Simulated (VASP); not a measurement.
CdTe:

```
Cd Te
1.0
     4.31498    0.00000    0.00000
    -2.15749    3.73689    0.00000
     0.00000    0.00000    7.07054
Cd Te
2 2
Direct
  0.00000 0.00000 0.00000
  0.00000 0.00000 0.50000
  0.33333 0.66667 0.25000
  0.66667 0.33333 0.75000
```

Base run:

| Property | Result |
| --- | --- |
| Program | VASP 6.6.1 |
| Functional | PBE |
| Potentials or basis | VASP PAW PBE potentials, release 64 (Cd, Te) |
| Cutoff | 520 eV |
| k mesh | 6 × 6 × 4 |
| Occupations | fermi-dirac, width 0.02 eV |
| Spin | no spin polarisation |

Its results: band gap on the k mesh zero (bands 18 and 19 overlap by 0.96 eV); pressure 1.3 GPa.

Question: The run is repeated on the same cell with these changes: functional from PBE to r2SCAN. What comes out?

Answer: Band gap on the k mesh zero (bands 18 and 19 overlap by 0.64 eV); pressure 0.2 GPa.

Caveats: spin-orbit coupling is left out, which moves the levels of the heavy elements; semilocal functionals underestimate gaps, and a narrow one can read as zero (at least some runs); the PAW data sets were made with another functional, which shifts forces and pressure a little (at least some runs).
